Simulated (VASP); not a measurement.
# Au (Fm-3m) in VASP: notebook

Runs on Au. Level: PBE. Tasks: relaxation of cell and atoms, single point.

All numbers are computed with VASP 6.6.1; they aren't measurements. Logs are shortened: lines on timing, memory, paths and dates and some standing lists are left out, and cuts for length are marked.

### 1 The cell of the first run

Symmetry: Fm-3m, No. 225, cubic system. Conventional cell: a = 4.158 Å, b = 4.158 Å, c = 4.158 Å, α = 90.00°, β = 90.00°, γ = 90.00°. Within 3.9 Å of Au (site symmetry m-3m) lie 12 Au at 2.94 Å.

### 2 Relaxation of cell and atoms, PBE

INCAR

```
SYSTEM = Au
ALGO = Normal
EDIFF = 1E-6
EDIFFG = -0.001
ENCUT = 600
GGA = PE
IBRION = 2
ISIF = 3
ISMEAR = -1
LASPH = .True.
LCHARG = .False.
LREAL = .False.
LWAVE = .False.
NELM = 80
NSW = 80
PREC = Accurate
SIGMA = 0.15
```

KPOINTS

```
k-points
0
Gamma
  20 20 20
  0 0 0
```

POSCAR

```
Au
1.0
    0.0000000000      2.0790388405      2.0790388405
    2.0790388405      0.0000000000      2.0790388405
    2.0790388405      2.0790388405      0.0000000000
Au
1
Direct
    0.0000000000      0.0000000000      0.0000000000
```

Potentials or basis: VASP PAW PBE potentials, release 64 (Au).

Launch:

```bash
$ cat potpaw_PBE.64/Au/POTCAR > POTCAR
$ mpirun -np 1 vasp_std > vasp.out
```

OUTCAR:

```text
SYSTEM = Au
   EDIFF = 1E-6
   EDIFFG = -0.001
   ENCUT = 600
   GGA = PE
   IBRION = 2
   ISIF = 3
   ISMEAR = -1
   LASPH = .True.
   LREAL = .False.
   NELM = 80
   NSW = 80
   PREC = Accurate

 ion  position               nearest neighbor table
   1  0.000  0.000  0.000-

  LATTYP: Found a face centered cubic cell.
 ALAT       =     4.1580776810

  Lattice vectors:

 A1 = (   0.0000000000,   2.0790388405,   2.0790388405)
 A2 = (   2.0790388405,   0.0000000000,   2.0790388405)
 A3 = (   2.0790388405,   2.0790388405,   0.0000000000)

Analysis of symmetry for initial positions (statically):
=====================================================================
 Subroutine PRICEL returns:
 Original cell was already a primitive cell.

 Routine SETGRP: Setting up the symmetry group for a
 face centered cubic supercell.

 Subroutine GETGRP returns: Found 48 space group operations
[... 9 lines left out ...]

 Routine SETGRP: Setting up the symmetry group for a
 face centered cubic supercell.

 Subroutine GETGRP returns: Found 48 space group operations
[... 11 lines left out ...]
                                     Primitive cell

  volume of cell :      17.9729

  direct lattice vectors                    reciprocal lattice vectors
     0.000000000  2.079038840  2.079038840    -0.240495747  0.240495747  0.240495747
     2.079038840  0.000000000  2.079038840     0.240495747 -0.240495747  0.240495747
     2.079038840  2.079038840  0.000000000     0.240495747  0.240495747 -0.240495747

  length of vectors
     2.940204925  2.940204925  2.940204925     0.416550854  0.416550854  0.416550854

  position of ions in fractional coordinates (direct lattice)
     0.000000000  0.000000000  0.000000000

  ion indices of the primitive-cell ions
   primitive index   ion index
                 1           1

----------------------------------------------------------------------------------------

 KPOINTS: k-points

Automatic generation of k-mesh.
 Grid dimensions read from file:
 generate k-points for:   20   20   20

 Generating k-lattice:

  Cartesian coordinates                     Fractional coordinates (reciprocal lattice)
    -0.012024787  0.012024787  0.012024787     0.050000000  0.000000000  0.000000000
     0.012024787 -0.012024787  0.012024787     0.000000000  0.050000000  0.000000000
     0.012024787  0.012024787 -0.012024787     0.000000000  0.000000000  0.050000000

  Length of vectors
     0.020827543  0.020827543  0.020827543

  Shift w.r.t. Gamma in fractional coordinates (k-lattice)
     0.000000000  0.000000000  0.000000000

 Subroutine IBZKPT returns following result:
 ===========================================

 Found    256 irreducible k-points:

 Following reciprocal coordinates:
            Coordinates               Weight
  0.000000  0.000000  0.000000      1.000000
  0.050000  0.000000  0.000000      8.000000
  0.100000  0.000000  0.000000      8.000000
  0.150000  0.000000  0.000000      8.000000
  0.200000  0.000000  0.000000      8.000000
  0.250000  0.000000  0.000000      8.000000
[... 16 lines left out ...]
 -0.400000  0.050000  0.000000     24.000000
 -0.350000  0.050000  0.000000     24.000000
 [... further k-points ...]
   k-points           NKPTS =    256   k-points in BZ     NKDIM =    256   number of bands    NBANDS=      9
   number of dos      NEDOS =    301   number of ions     NIONS =      1
   total plane-waves  NPLWV =  13824
   dimension x,y,z NGX =    24 NGY =   24 NGZ =   24
   dimension x,y,z NGXF=    48 NGYF=   48 NGZF=   48
   ions per type =               1
   NGX,Y,Z   is equivalent  to a cutoff of  13.57, 13.57, 13.57 a.u.
   NGXF,Y,Z  is equivalent  to a cutoff of  27.14, 27.14, 27.14 a.u.
 SYSTEM =  Au
   PREC   = accura    normal or accurate (medium, high low for compatibility)
   ISTART =      0    job   : 0-new  1-cont  2-samecut
   ICHARG =      2    charge: 1-file 2-atom 10-const
   ISPIN  =      1    spin polarized calculation?
   LNONCOLLINEAR =      F non collinear calculations
   LSORBIT =      F    spin-orbit coupling
   LASPH  =      T    aspherical Exc in radial PAW
   ENCUT  =  600.0 eV  44.10 Ry    6.64 a.u.   5.87  5.87  5.87*2*pi/ulx,y,z
   NELM   =     80;   NELMIN=  2; NELMDL= -5     # of ELM steps
   EDIFF  = 0.1E-05   stopping-criterion for ELM
   LREAL  =      F    real-space projection
   EDIFFG = -.1E-02   stopping-criterion for IOM
   NSW    =     80    number of steps for IOM
   IBRION =      2    ionic relax: 0-MD 1-quasi-New 2-CG
   NFREE  =      1    steps in history (QN), initial steepest desc. (CG)
   ISIF   =      3    stress and relaxation
   ISYM   =      2    0-nonsym 1-usesym 2-fastsym
   POTIM  = 0.5000    time-step for ionic-motion
   TEBEG  =    0.0;   TEEND  =   0.0 temperature during run
   PSTRESS=    0.0 pullay stress
   NELECT =      11.0000    total number of electrons
   NUPDOWN=      -1.0000    fix difference up-down
   EMIN   =  10.00;   EMAX   =-10.00  energy-range for DOS
   EFERMI =   0.00;   METHOD = LEGACY
   ISMEAR =    -1;   SIGMA  =   0.15  broadening in eV -4-tet -1-fermi 0-gaus
   EFERMI_NEDOS =   21; number of points for ismear=-14 and -15
   IALGO  =     38    algorithm
   IMIX   =      4    mixing-type and parameters
     AMIX     =   0.40;   BMIX     =  1.00
     AMIX_MAG =   1.60;   BMIX_MAG =  1.00
  volume/ion in A,a.u.               =      17.97       121.29
  Fermi-wavevector in a.u.,A,eV,Ry     =   1.389952  2.626628 26.285999  1.931966
  Thomas-Fermi vector in A             =   2.513934
   LORBIT       =      0    0 simple, 1 ext, 2 COOP (PROOUT), +10 PAW based schemes
   GGA     = PE    functional components
   LHFCALC =     F    Hartree Fock is set to
   AEXX    =    0.0000 exact exchange contribution
   IVDW    =     0    specifies the selected vdW correction
   LEPSILON=     F    determine dielectric tensor
   LRPA    =     F    only Hartree local field effects (RPA)
 conjugate gradient relaxation of ions
 non-spin polarized calculation
  energy-cutoff  :      600.00
  volume of cell :       17.97
 maximum number of plane-waves:       612
   NGX = 11   NGY = 11   NGZ = 11

--------------------------------------- Ionic step        1  -------------------------------------------

 number of electron      11.0000001 magnetization

 Free energy of the ion-electron system (eV)
  ---------------------------------------------------
  ext. energy  EPLUGINS =         0.00000000
  ---------------------------------------------------
  free energy    TOTEN  =        -3.23157934 eV

  energy without entropy =       -3.21074236  energy(sigma->0) =       -3.22116085

------------------------ aborting loop because EDIFF is reached ----------------------------------------

  FORCE on cell =-STRESS in cart. coord.  units (eV):
  Direction    XX          YY          ZZ          XY          YZ          ZX
  --------------------------------------------------------------------------------------
  -------------------------------------------------------------------------------------
  Total       -0.0141122     -0.0141122     -0.0141122      0.0000000      0.0000000     -0.0000000
  in kB       -1.2580156     -1.2580156     -1.2580156      0.0000000      0.0000000     -0.0000000
  external PRESSURE =      -1.2580156 kB  Pullay stress =       0.0000000 kB
[... 86 lines left out ...]
  FREE ENERGIE OF THE ION-ELECTRON SYSTEM (eV)
  ---------------------------------------------------
  free  energy   TOTEN  =        -3.2315864486 eV

  energy  without entropy=       -3.2107598804  energy(sigma->0) =       -3.22117316

[... ionic steps 4 to 8 ...]

--------------------------------------- Ionic step        9  -------------------------------------------

 number of electron      11.0000002 magnetization

------------------------ aborting loop because EDIFF is reached ----------------------------------------

  FORCE on cell =-STRESS in cart. coord.  units (eV):
  Direction    XX          YY          ZZ          XY          YZ          ZX
  --------------------------------------------------------------------------------------
  -------------------------------------------------------------------------------------
  Total        0.0048697      0.0048697      0.0048697     -0.0000000     -0.0000000      0.0000000
  in kB        0.4345420      0.4345420      0.4345420     -0.0000000     -0.0000000      0.0000000
  external PRESSURE =       0.4345420 kB  Pullay stress =       0.0000000 kB
[... 55 lines left out ...]
  energy  without entropy=       -3.2107607079  energy(sigma->0) =       -3.22117362

--------------------------------------- Ionic step       11  -------------------------------------------

 number of electron      11.0000002 magnetization

 Free energy of the ion-electron system (eV)
  ---------------------------------------------------
  ext. energy  EPLUGINS =         0.00000000
  ---------------------------------------------------
  free energy    TOTEN  =        -3.23158648 eV

  energy without entropy =       -3.21076005  energy(sigma->0) =       -3.22117326

 E-fermi :   8.6300     XC(G=0): -12.4060

 val. band max:        8.5710463117   @ k =   0.5000   0.1500   0.0500
 cond. band min:       8.6653085217   @ k =   0.5000   0.3000   0.1000
 fundamental gap:      0.0942622100
 Fermi energy:         8.6299824077

 k-point     1 :       0.0000    0.0000    0.0000
  band No.  band energies     occupation
      1      -0.6885      2.00000
      2       4.2041      2.00000
      3       4.2041      2.00000
      4       4.2041      2.00000
      5       5.5844      2.00000
      6       5.5844      2.00000
      7      23.2075      0.00000
      8      26.9061      0.00000
      9      26.9061      0.00000
[... 265 lines left out ...]
 k-point    24 :      -0.3500    0.0500    0.0000
  band No.  band energies     occupation
      1       1.7818      2.00000
      2       4.2686      2.00000
      3       4.3239      2.00000
      4       5.2954      2.00000
      5       6.1788      2.00000
      6       6.6950      2.00000
      7      14.9693      0.00000
      8      23.2163      0.00000
      9      25.3973      0.00000

 [... further k-points ...]

------------------------ aborting loop because EDIFF is reached ----------------------------------------

  FORCE on cell =-STRESS in cart. coord.  units (eV):
  Direction    XX          YY          ZZ          XY          YZ          ZX
  --------------------------------------------------------------------------------------
  -------------------------------------------------------------------------------------
  Total        0.0009135      0.0009135      0.0009135     -0.0000000     -0.0000000      0.0000000
  in kB        0.0815121      0.0815121      0.0815121     -0.0000000     -0.0000000      0.0000000
  external PRESSURE =       0.0815121 kB  Pullay stress =       0.0000000 kB
[... 16 lines left out ...]
  FREE ENERGIE OF THE ION-ELECTRON SYSTEM (eV)
  ---------------------------------------------------
  free  energy   TOTEN  =        -3.2315864763 eV

  energy  without entropy=       -3.2107600453  energy(sigma->0) =       -3.22117326

 reached required accuracy - stopping structural energy minimisation
```

Wall time 83 s (1 thread of Intel Xeon Platinum 8259CL at 2.50GHz (Skylake/Cascade Lake), shared host); peak memory 0.19 GiB.

What came out:

```
Free energy                            : -3.2316 eV
Relaxed volume                         : 17.96 Å³/atom
Relaxed cell                           : a = 2.939 Å, b = 2.939 Å, c = 2.939 Å, α = 60.00°, β = 60.00°, γ = 60.00°
Space group after relaxing (to 0.05 Å) : Fm-3m (No. 225)
Energy gained by relaxing              : 0.0 meV/atom
Ionic steps                            : 11
Pressure after relaxing                : 0.0 GPa
```

Final structure:
```cif
data_structure
_symmetry_space_group_name_H-M 'P 1'
_symmetry_Int_Tables_number 1
_cell_length_a 2.9393
_cell_length_b 2.9393
_cell_length_c 2.9393
_cell_angle_alpha 60.000
_cell_angle_beta 60.000
_cell_angle_gamma 60.000
_cell_volume 17.96
loop_
_atom_site_label
_atom_site_type_symbol
_atom_site_fract_x
_atom_site_fract_y
_atom_site_fract_z
_atom_site_occupancy
Au1 Au 0.00000 0.00000 0.00000 1
```

Caveat: spin-orbit coupling is left out, which moves the levels of the heavy elements.

### 3 Single point, PBE

This run uses another cell than the first one, of 18.07 Å³/atom, 1.005 times its volume.

INCAR

```
PREC = Accurate
ENCUT = 500
EDIFF = 1E-6
ISMEAR = 0
SIGMA = 0.1
LREAL = F
LASPH = T
NELM = 120
ALGO = Normal
ISIF = 2
LWAVE = F
LCHARG = T
GGA = PE
LELF = T
LVHAR = T
NBANDS = 12
GGA_COMPAT = F
```

KPOINTS

```
Automatic mesh
0
Gamma
  8 8 8
```

POSCAR

```
Au
1.0
    0.0000000000      2.0826515428      2.0826515428
    2.0826515428      0.0000000000      2.0826515428
    2.0826515428      2.0826515428      0.0000000000
Au
1
Direct
    0.0000000000      0.0000000000      0.0000000000
```

Potentials or basis: VASP PAW PBE potentials, release 64 (Au).

Launch:

```bash
$ cat potpaw_PBE.64/Au/POTCAR > POTCAR
$ mpirun -np 1 vasp_std > vasp.out
```

OUTCAR:

```text
PREC = Accurate
   ENCUT = 500
   EDIFF = 1E-6
   ISMEAR = 0
   LREAL = F
   LASPH = T
   NELM = 120
   ISIF = 2
   GGA = PE

 ion  position               nearest neighbor table
   1  0.000  0.000  0.000-

  LATTYP: Found a face centered cubic cell.
 ALAT       =     4.1653030856

  Lattice vectors:

 A1 = (   0.0000000000,   2.0826515428,   2.0826515428)
 A2 = (   2.0826515428,   0.0000000000,   2.0826515428)
 A3 = (   2.0826515428,   2.0826515428,   0.0000000000)

Analysis of symmetry for initial positions (statically):
=====================================================================
 Subroutine PRICEL returns:
 Original cell was already a primitive cell.

 Routine SETGRP: Setting up the symmetry group for a
 face centered cubic supercell.

 Subroutine GETGRP returns: Found 48 space group operations
[... 9 lines left out ...]

 Routine SETGRP: Setting up the symmetry group for a
 face centered cubic supercell.

 Subroutine GETGRP returns: Found 48 space group operations
[... 11 lines left out ...]
                                     Primitive cell

  volume of cell :      18.0667
[... 142 lines left out ...]

 k-point     1 :       0.0000    0.0000    0.0000
  band No.  band energies     occupation
      1      -0.7221      2.00000
      2       4.1460      2.00000
      3       4.1460      2.00000
      4       4.1460      2.00000
      5       5.5126      2.00000
      6       5.5126      2.00000
      7      23.1171      0.00000
      8      26.7801      0.00000
      9      26.7801      0.00000
     10      26.7801      0.00000
     11      31.5013      0.00000
     12      35.5338      0.00000
[... 331 lines left out ...]
 k-point    24 :      -0.3750    0.2500    0.1250
  band No.  band energies     occupation
      1       2.6850      2.00000
      2       3.5547      2.00000
      3       4.5754      2.00000
      4       4.9078      2.00000
      5       6.4739      2.00000
      6      11.1378      0.00000
      7      11.3456      0.00000
      8      20.2596      0.00000
      9      21.3162      0.00000
     10      25.8987      0.00000
     11      31.7755      0.00000
     12      34.8180      0.00000

 [... further k-points ...]

------------------------ aborting loop because EDIFF is reached ----------------------------------------

  FORCE on cell =-STRESS in cart. coord.  units (eV):
  Direction    XX          YY          ZZ          XY          YZ          ZX
  --------------------------------------------------------------------------------------
  -------------------------------------------------------------------------------------
  Total       -0.0269301     -0.0269301     -0.0269301     -0.0000000      0.0000000      0.0000000
  in kB       -2.3881926     -2.3881926     -2.3881926     -0.0000000      0.0000000      0.0000000
  external PRESSURE =      -2.3881926 kB  Pullay stress =       0.0000000 kB

 VOLUME and BASIS-vectors are now :
 -----------------------------------------------------------------------------
  energy-cutoff  :      500.00
  volume of cell :       18.07
      direct lattice vectors                 reciprocal lattice vectors
     0.000000000  2.082651543  2.082651543    -0.240078568  0.240078568  0.240078568
     2.082651543  0.000000000  2.082651543     0.240078568 -0.240078568  0.240078568
     2.082651543  2.082651543  0.000000000     0.240078568  0.240078568 -0.240078568

 POSITION                                       TOTAL-FORCE (eV/Angst)
 -----------------------------------------------------------------------------------
      0.00000      0.00000      0.00000        -0.000000     -0.000000     -0.000000
 -----------------------------------------------------------------------------------
    total drift:                               -0.000000      0.000000      0.000000

  FREE ENERGIE OF THE ION-ELECTRON SYSTEM (eV)
  ---------------------------------------------------
  free  energy   TOTEN  =        -3.1881414113 eV

  energy  without entropy=       -3.1850487839  energy(sigma->0) =       -3.18659510
```

It took 2.9 s on 1 thread of Intel Xeon 6975P-C (Granite Rapids), shared host; peak memory 0.14 GiB.

Results:

```
Free energy : -3.1881 eV
Pressure    : -0.2 GPa
```

Caveat: spin-orbit coupling is left out, which moves the levels of the heavy elements.

(Part 1 of 2 ends here.)
